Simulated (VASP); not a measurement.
Input of a VASP 6.6.1 run:

INCAR

```
PREC = Accurate
ENCUT = 520
EDIFF = 1E-6
ISMEAR = 0
SIGMA = 0.1
LREAL = False
LASPH = True
NELM = 80
ALGO = Fast
ISIF = 2
LWAVE = False
LCHARG = True
GGA = CA
LELF = True
LVHAR = True
NBANDS = 33
```

The input KPOINTS:

```
Automatic mesh
0
Gamma
  10 10 10
```

File POSCAR:

```
In3Cu
1.0
    4.3311027024      0.0000000000      0.0000000000
    0.0000000000      4.3311027024      0.0000000000
    0.0000000000      0.0000000000      4.3311027024
In Cu
3 1
Direct
    0.0000000000      0.5000000000      0.5000000000
    0.5000000000      0.0000000000      0.5000000000
    0.5000000000      0.5000000000      0.0000000000
    0.0000000000      0.0000000000      0.0000000000
```

Potentials or basis: VASP PAW LDA potentials, release 64 (In_d, Cu).

Run with:

```console
$ cat potpaw_LDA.64/In_d/POTCAR potpaw_LDA.64/Cu/POTCAR > POTCAR
$ mpirun -np 1 vasp_std > vasp.out
```

**Question.** Estimate the pressure.

**Answer.** -0.2 GPa.

**Question.** Estimate the band gap on the k mesh.

**Answer.** Zero (band 25 reaches 11.01 eV, above the bottom of band 26 at 6.55 eV).

Caveat: spin-orbit coupling is left out, which moves the levels of the heavy elements.
